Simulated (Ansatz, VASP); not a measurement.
GaN: VASP beside Ansatz

```
Ga N
1.0
     0.00000    2.22933    2.10852
     2.22933    0.00000    2.10852
     2.22933    2.22933    0.00000
Ga N
1 1
Direct
  0.50000 0.50000 0.50000
  0.00000 0.00000 0.00000
```

Change from the starting cell: biaxial_xy strain +5.7%.

Alike in both runs: task single point; functional PBE; k mesh 10 × 10 × 10; occupations fermi-dirac, width 0.02 eV; no spin polarisation.

```csv
,VASP,Ansatz
version,VASP 6.6.1,Ansatz 0.2.0
potentials or method,"VASP PAW PBE potentials, release 64 (Ga_d, N)","plane waves, PAW"
plane-wave cutoff (eV),520,420
valence electrons in the cell,18,18
```

```tsv
	VASP	Ansatz	Ansatz less VASP
pressure (GPa)	-11.6	-12.3	-0.75
traceless stress, the component that is largest in VASP (GPa)	3.44	3.32	-0.126
```
